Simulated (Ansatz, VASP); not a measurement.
# Two plane-wave programs on Os

```xyz
3
Lattice="0.0000 2.8591 3.2838 2.6345 0.0000 3.2838 2.6345 2.8591 0.0000" Properties=species:S:1:pos:R:3 pbc="T T T"
Os    1.3173    1.4296    0.0000
Os    1.3173    1.4296    3.2838
Os    2.6345    2.8591    3.2838
```

Alike in both runs: task relaxation of cell and atoms; functional PBE; k mesh 6 × 6 × 6; occupations gaussian, width 0.1 eV; no spin polarisation.

|  | VASP | Ansatz |
| --- | --- | --- |
| version | VASP 6.6.1 | Ansatz 0.2.0 |
| potentials or method | VASP PAW PBE potentials, release 64 (Os_sv_GW), cutoff 560 eV | scalar-relativistic, plane waves, PAW |
| valence electrons in the cell | 48 | 48 |

```csv
,VASP,Ansatz,Ansatz less VASP
"gap on the k mesh at the Fermi level, each at its own relaxed structure (eV)",none,none,-
relaxed volume (Å³/atom),18.33,18.51,+0.178
relaxed length of the cell vector where the two differ most in proportion (Å),4.661,4.849,+0.1881
```

A gap of «none» marks a metal or a gap that the smearing closes.

Spin-orbit coupling is off throughout.
